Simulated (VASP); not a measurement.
# In3P2 (R-3m) in VASP: a series of runs

In3P2 is run at these levels: PBE; tasks: single point.

Program: VASP 6.6.1. These are calculated values, not measurements. Logs are shortened: lines on timing, memory, paths and dates and some standing lists are left out, and cuts for length are marked.

## Step 1: The cell of the first run

It takes space group R-3m (No. 166, trigonal). The conventional cell has a = 3.961 Å, b = 3.961 Å, c = 25.478 Å, α = 90.00°, β = 90.00°, γ = 120.00°. Within 3.7 Å of In (site symmetry -3m) lie 6 P at 2.80 Å. In (site symmetry 3m) has 3 P at 2.72 Å and 3 In at 3.26 Å within 3.6 Å. Within 3.6 Å of P (site symmetry 3m) lie 6 In at 2.72 to 2.80 Å.

## Step 2: Single point, PBE

Input file INCAR:

```
ALGO = Normal
EDIFF = 1E-7
ENCUT = 520
GGA = PE
ISIF = 2
ISMEAR = 0
LASPH = True
LCHARG = False
LREAL = False
LWAVE = False
NBANDS = 32
NELM = 100
PREC = Accurate
SIGMA = 0.1
```

Input file KPOINTS:

```
k-points
0
Gamma
  12 12 12
```

Input file POSCAR:

```
In3P2
1.0
    1.9805879378      1.1434929790      8.4927139689
   -1.9805879378      1.1434929790      8.4927139689
    0.0000000000     -2.2869859581      8.4927139689
In P
3 2
Direct
    0.0000000000      0.0000000000      0.0000000000
    0.2122265778      0.2122265778      0.2122265778
    0.7877734222      0.7877734222      0.7877734222
    0.3969042037      0.3969042037      0.3969042037
    0.6030957963      0.6030957963      0.6030957963
```

Potentials or basis: VASP PAW PBE potentials, release 64 (In_d, P).

The run is started by

```console
cat potpaw_PBE.64/In_d/POTCAR potpaw_PBE.64/P/POTCAR > POTCAR
mpirun -np 1 vasp_std > vasp.out
```

OUTCAR:

```text
EDIFF = 1E-7
   ENCUT = 520
   GGA = PE
   ISIF = 2
   ISMEAR = 0
   LASPH = True
   LREAL = False
   NELM = 100
   PREC = Accurate

 ion  position               nearest neighbor table
   1  0.000  0.000  0.000-   5 2.80   4 2.80   5 2.80   5 2.80   4 2.80   4 2.80   2 3.84   3 3.84
                             2 3.84   3 3.84   2 3.84   3 3.84
   2  0.212  0.212  0.212-   5 2.72   5 2.72   5 2.72   3 3.26   3 3.26   3 3.26   1 3.84   1 3.84
                             1 3.84
   3  0.788  0.788  0.788-   4 2.72   4 2.72   4 2.72   2 3.26   2 3.26   2 3.26   1 3.84   1 3.84
                             1 3.84
   4  0.397  0.397  0.397-   3 2.72   3 2.72   3 2.72   1 2.80   1 2.80   1 2.80
   5  0.603  0.603  0.603-   2 2.72   2 2.72   2 2.72   1 2.80   1 2.80   1 2.80

  LATTYP: Found a trigonal (rhomboedric) cell.
 ALAT       =     8.7952541367
 COS(alpha) =     0.8985804990

  Lattice vectors:

 A1 = (   1.9805879378,   1.1434929790,   8.4927139689)
 A2 = (  -1.9805879378,   1.1434929790,   8.4927139689)
 A3 = (   0.0000000000,  -2.2869859581,   8.4927139689)

Analysis of symmetry for initial positions (statically):
=====================================================================
 Subroutine PRICEL returns:
 Original cell was already a primitive cell.

 Routine SETGRP: Setting up the symmetry group for a
 trigonal (rhombohedral) supercell.

 Subroutine GETGRP returns: Found 12 space group operations
 (whereof 12 operations were pure point group operations)
 out of a pool of 12 trial point group operations.

The static configuration has the point symmetry D_3d.

Analysis of symmetry for dynamics (positions and initial velocities):
=====================================================================
 Subroutine PRICEL returns:
 Original cell was already a primitive cell.

 Routine SETGRP: Setting up the symmetry group for a
 trigonal (rhombohedral) supercell.

 Subroutine GETGRP returns: Found 12 space group operations
 (whereof 12 operations were pure point group operations)
 out of a pool of 12 trial point group operations.

The dynamic configuration has the point symmetry D_3d.

 Subroutine INISYM returns: Found 12 space group operations
 (whereof 12 operations are pure point group operations),
 and found     1 'primitive' translations

----------------------------------------------------------------------------------------

                                     Primitive cell

[... 98 lines left out ...]
   EDIFFG = 0.1E-05   stopping-criterion for IOM
   NSW    =      0    number of steps for IOM
   IBRION =     -1    ionic relax: 0-MD 1-quasi-New 2-CG
   NFREE  =      0    steps in history (QN), initial steepest desc. (CG)
   ISIF   =      2    stress and relaxation
   ISYM   =      2    0-nonsym 1-usesym 2-fastsym
   POTIM  = 0.5000    time-step for ionic-motion
   TEBEG  =    0.0;   TEEND  =   0.0 temperature during run
   PSTRESS=    0.0 pullay stress
   NELECT =      49.0000    total number of electrons
   NUPDOWN=      -1.0000    fix difference up-down
   EMIN   =  10.00;   EMAX   =-10.00  energy-range for DOS
   EFERMI =   0.00;   METHOD = LEGACY
   ISMEAR =     0;   SIGMA  =   0.10  broadening in eV -4-tet -1-fermi 0-gaus
   EFERMI_NEDOS =   21; number of points for ismear=-14 and -15
   IALGO  =     38    algorithm
   IMIX   =      4    mixing-type and parameters
     AMIX     =   0.40;   BMIX     =  1.00
     AMIX_MAG =   1.60;   BMIX_MAG =  1.00
  volume/ion in A,a.u.               =      23.08       155.76
  Fermi-wavevector in a.u.,A,eV,Ry     =   1.230453  2.325219 20.599422  1.514015
  Thomas-Fermi vector in A             =   2.365301
   LORBIT       =      0    0 simple, 1 ext, 2 COOP (PROOUT), +10 PAW based schemes
   GGA     = PE    functional components
   LHFCALC =     F    Hartree Fock is set to
   AEXX    =    0.0000 exact exchange contribution
   IVDW    =     0    specifies the selected vdW correction
   LEPSILON=     F    determine dielectric tensor
   LRPA    =     F    only Hartree local field effects (RPA)
 non-spin polarized calculation
 Gauss-broadening in eV      SIGMA  =   0.10
  energy-cutoff  :      520.00
  volume of cell :      115.41
 maximum number of plane-waves:      3163
 NGX is ok and might be reduce to    70
   NGX = 33   NGY = 33   NGZ = 33

 number of electron      48.9999994 magnetization

 Free energy of the ion-electron system (eV)
  ---------------------------------------------------
  ext. energy  EPLUGINS =         0.00000000
  ---------------------------------------------------
  free energy    TOTEN  =       -18.66736557 eV

  energy without entropy =      -18.66030258  energy(sigma->0) =      -18.66383408

 E-fermi :   6.8217     XC(G=0): -10.1378

 val. band max:        6.8067101156   @ k =   0.4167   0.1667   0.0833
 cond. band min:       6.8277984158   @ k =   0.5000   0.2500   0.0000
 fundamental gap:      0.0210883002
 Fermi energy:         6.8217130912

 k-point     1 :       0.0000    0.0000    0.0000
  band No.  band energies     occupation
      1      -7.6542      2.00000
      2      -7.6542      2.00000
      3      -7.6005      2.00000
      4      -7.6005      2.00000
      5      -7.5795      2.00000
      6      -7.5587      2.00000
[... 829 lines left out ...]
     31      12.1711      0.00000
     32      13.8746      0.00000

 [... further k-points ...]

------------------------ aborting loop because EDIFF is reached ----------------------------------------

  FORCE on cell =-STRESS in cart. coord.  units (eV):
  Direction    XX          YY          ZZ          XY          YZ          ZX
  --------------------------------------------------------------------------------------
  -------------------------------------------------------------------------------------
  Total       -0.0191320     -0.0191320     -0.0135510      0.0000000      0.0000000      0.0000000
  in kB       -0.2656110     -0.2656110     -0.1881287      0.0000000      0.0000000      0.0000000
  external PRESSURE =      -0.2397835 kB  Pullay stress =       0.0000000 kB

 VOLUME and BASIS-vectors are now :
 -----------------------------------------------------------------------------
  energy-cutoff  :      520.00
  volume of cell :      115.41
      direct lattice vectors                 reciprocal lattice vectors
     1.980587938  1.143492979  8.492713969     0.252450290  0.145752243  0.039249330
    -1.980587938  1.143492979  8.492713969    -0.252450290  0.145752243  0.039249330
     0.000000000 -2.286985958  8.492713969     0.000000000 -0.291504486  0.039249330

 POSITION                                       TOTAL-FORCE (eV/Angst)
 -----------------------------------------------------------------------------------
      0.00000      0.00000      0.00000         0.000000      0.000000      0.000000
      0.00000     -0.00000      5.40714        -0.000000     -0.000000      0.000747
      0.00000     -0.00000     20.07100        -0.000000      0.000000     -0.000747
      0.00000     -0.00000     10.11238        -0.000000      0.000000     -0.001475
      0.00000     -0.00000     15.36576        -0.000000     -0.000000      0.001475
 -----------------------------------------------------------------------------------
    total drift:                                0.000000      0.000000     -0.000000

  FREE ENERGIE OF THE ION-ELECTRON SYSTEM (eV)
  ---------------------------------------------------
  free  energy   TOTEN  =       -18.6673655730 eV

  energy  without entropy=      -18.6603025831  energy(sigma->0) =      -18.66383408
```

OSZICAR:

```text
N       E                     dE             d eps       ncg     rms          rms(c)
DAV:   1     0.453035653730E+03    0.45304E+03   -0.22349E+04 12112   0.188E+03
DAV:   2     0.297117461994E+02   -0.42332E+03   -0.41064E+03 12264   0.463E+02
DAV:   3    -0.170942743436E+02   -0.46806E+02   -0.45477E+02 15008   0.170E+02
DAV:   4    -0.193491413181E+02   -0.22549E+01   -0.22468E+01 14688   0.368E+01
DAV:   5    -0.194803044191E+02   -0.13116E+00   -0.13115E+00 19136   0.771E+00    0.729E+00
DAV:   6    -0.186682144169E+02    0.81209E+00   -0.16121E+00 16816   0.145E+01    0.409E+00
DAV:   7    -0.186696489298E+02   -0.14345E-02   -0.59206E-01 17360   0.647E+00    0.182E+00
DAV:   8    -0.186668294071E+02    0.28195E-02   -0.45188E-02 16504   0.190E+00    0.747E-01
DAV:   9    -0.186671142115E+02   -0.28480E-03   -0.42911E-03 17784   0.699E-01    0.199E-01
DAV:  10    -0.186672923769E+02   -0.17817E-03   -0.52387E-04 16336   0.281E-01    0.919E-02
DAV:  11    -0.186673608780E+02   -0.68501E-04   -0.10287E-04 17984   0.983E-02    0.246E-02
DAV:  12    -0.186673647593E+02   -0.38814E-05   -0.16460E-05 16512   0.651E-02    0.111E-02
DAV:  13    -0.186673654764E+02   -0.71708E-06   -0.18090E-06 16624   0.128E-02    0.403E-03
DAV:  14    -0.186673655730E+02   -0.96634E-07   -0.11931E-07  9768   0.332E-03
   1 F= -.18667366E+02 E0= -.18663834E+02  d E =-.706299E-02
```

stdout:

```text
POSCAR found type information on POSCAR InP
 POSCAR found :  2 types and       5 ions
 scaLAPACK will be used
 LDA part: xc-table for (Slater+PW92), standard interpolation
 POSCAR, INCAR and KPOINTS ok, starting setup
 FFT: planning ... GRIDC
 FFT: planning ... GRID_SOFT
 FFT: planning ... GRID
 WAVECAR not read
 entering main loop
```

Run time: 79 min. Hardware: 1 thread of AMD EPYC 7R43 (Zen 3), shared host; peak memory 0.98 GiB.

What came out:

| Quantity | Value |
| --- | --- |
| Free energy | -18.6674 eV |
| Pressure | 0.0 GPa |

Caveat: spin-orbit coupling is left out, which moves the levels of the heavy elements.

## Step 3: Single point, PBE

This run uses another cell than the first one, of 21.73 Å³/atom, 0.941 times its volume.

Input file INCAR:

```
SYSTEM = In3P2
ALGO     = Normal         ! electronic algorithm
EDIFF    = 1E-6           ! SCF threshold, eV
ENCUT    = 520            ! plane-wave cutoff, eV
GGA      = PE             ! functional
ISIF     = 2              ! what is computed and relaxed
ISMEAR   = 0              ! smearing method
LASPH    = .True.         ! aspherical terms in the spheres
LCHARG   = .False.        ! write CHGCAR
LREAL    = .False.        ! projectors in reciprocal space
LWAVE    = .False.        ! write WAVECAR
NBANDS   = 32             ! bands
NELM     = 100            ! most SCF steps
PREC     = Accurate       ! precision mode
SIGMA    = 0.1            ! smearing width, eV
```

Input file KPOINTS:

```
k-points
0
Gamma
  6 6 6
  0 0 0
```

Input file POSCAR:

```
In3P2
1.0
    1.8913637652      1.0919793789      8.7674304564
   -1.8913637652      1.0919793789      8.7674304564
    0.0000000000     -2.1839587579      8.7674304564
In P
3 2
Direct
    0.0000000000      0.0000000000      0.0000000000
    0.2095000000      0.2095000000      0.2095000000
    0.7905000000      0.7905000000      0.7905000000
    0.4000000000      0.4000000000      0.4000000000
    0.6000000000      0.6000000000      0.6000000000
```

Potentials or basis: VASP PAW PBE potentials, release 64 (In_d, P).

The run is started by

```console
cat potpaw_PBE.64/In_d/POTCAR potpaw_PBE.64/P/POTCAR > POTCAR
mpirun -np 1 vasp_std > vasp.out
```

Wall time 18 min (1 thread of AMD EPYC 7R43 (Zen 3), shared host); peak memory 0.63 GiB.

The run converged. Its results:

```
Free energy   : -18.4052 eV
Pressure      : 3.7 GPa
Largest force : 0.390 eV/Å
```

Forces in eV/Å, atoms in the order of the input:
```
In   0.000  0.000  0.000
In   0.000  0.000  0.151
In   0.000  0.000 -0.151
P    0.000  0.000 -0.390
P    0.000  0.000  0.390
```

Stress tensor (GPa, compression positive):
```
 6.00  0.00  0.00
 0.00  6.00  0.00
 0.00  0.00 -0.86
```

Levels at points of the mesh, in eV from the Fermi level:
| k point | band 21 | band 22 | band 23 | band 24 | band 25 | band 26 | band 27 | band 28 |
| --- | --- | --- | --- | --- | --- | --- | --- | --- |
| (0.00, 0.00, 0.00) | -0.12 | -0.12 | 0.04 | 0.04 | 2.51 | 2.66 | 4.33 | 4.33 |
| (0.50, 0.00, 0.00) | -4.27 | -1.76 | -1.67 | -1.26 | -0.32 | 0.22 | 0.70 | 3.69 |
| (0.50, 0.50, 0.00) | -3.39 | -2.44 | -2.35 | -1.98 | -0.89 | 1.54 | 1.92 | 2.72 |
| (0.50, 0.50, 0.50) | -0.13 | -0.13 | 0.06 | 0.06 | 0.38 | 2.94 | 3.86 | 3.86 |

Caveat: spin-orbit coupling is left out, which moves the levels of the heavy elements.
